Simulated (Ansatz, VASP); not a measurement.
# SnSe2 in VASP and in Ansatz

```
Sn Se
1.0
     3.81100    0.00000    0.00000
    -1.90550    3.30042    0.00000
     0.00000    0.00000    6.19837
Sn Se
1 2
Direct
  0.00000 0.00000 0.00000
  0.33333 0.66667 0.25000
  0.66667 0.33333 0.75000
```

Change from the starting cell: strain +0.0100 x Voigt [0, 0, 1, 0, 0, 0], atoms carried along.

Alike in both runs: task single point; functional PBE; k mesh 12 × 12 × 6; occupations gaussian, width 0.05 eV; no spin polarisation.

|  | VASP | Ansatz |
| --- | --- | --- |
| version | VASP 6.6.1 | Ansatz 0.2.0 |
| potentials or method | VASP PAW PBE potentials, release 64 (Sn_d, Se), cutoff 520 eV | scalar-relativistic, plane waves, PAW |
| valence electrons in the cell | 26 | 46 |

|  | VASP | Ansatz | Ansatz less VASP |
| --- | --- | --- | --- |
| gap on the k mesh at the Fermi level (eV) | 0.73 | 0.73 | +0.005 |
| least direct gap on the mesh (eV) | 1.16 | 1.17 | +0.011 |
| pressure (GPa) | 4.6 | 4.5 | -0.07 |
| traceless stress, the component that is largest in VASP (GPa) | 0.54 | 0.54 | -0.005 |
| rms of the force components (eV/Å) | 0.277 | 0.269 | -0.0074 |

Atom by atom the forces differ by 0.007 eV/Å (rms over components). VASP's potentials hold 26 valence electrons a cell and Ansatz's 46, so a difference there can come from the potentials and not from the codes.
